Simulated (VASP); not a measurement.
Input of a VASP 6.6.1 run:

INCAR

```
ALGO = Normal
DIPOL = 0.5 0.5 0.265
EDIFF = 1E-6
ENCUT = 400
GGA = PE
GGA_COMPAT = F
IDIPOL = 3
ISIF = 2
ISMEAR = 0
IVDW = 12
LASPH = T
LCHARG = F
LDIPOL = T
LREAL = F
LWAVE = F
NBANDS = 26
NELM = 120
NELMDL = -8
PREC = Accurate
SIGMA = 0.1
```

File KPOINTS:

```
k-points
0
Gamma
  6 6 1
```

POSCAR

```
Si
1.0
    7.6950509539      0.0000000000      0.0000000000
   -3.8475254770      6.6641096095      0.0000000000
    0.0000000000      0.0000000000     15.9707979058
Si
8
Direct
    0.1666666667      0.3333333333      0.2799357886
    0.1666666667      0.8333333333      0.2799357886
    0.6666666667      0.3333333333      0.2799357886
    0.6666666667      0.8333333333      0.2799357886
    0.3333333333      0.1666666667      0.2504571170
    0.3333333333      0.6666666667      0.2504571170
    0.8333333333      0.1666666667      0.2504571170
    0.8333333333      0.6666666667      0.2504571170
```

Potentials or basis: VASP PAW PBE potentials, release 64 (Si).

Launch:

```console
$ cat potpaw_PBE.64/Si/POTCAR > POTCAR
$ mpirun -np 1 vasp_std > vasp.out
```

(1) Estimate the dispersion energy per atom.

(2) Predict the band gap on the k mesh.

Answers

(1) -0.191 eV.

(2) zero (filled and empty bands touch).
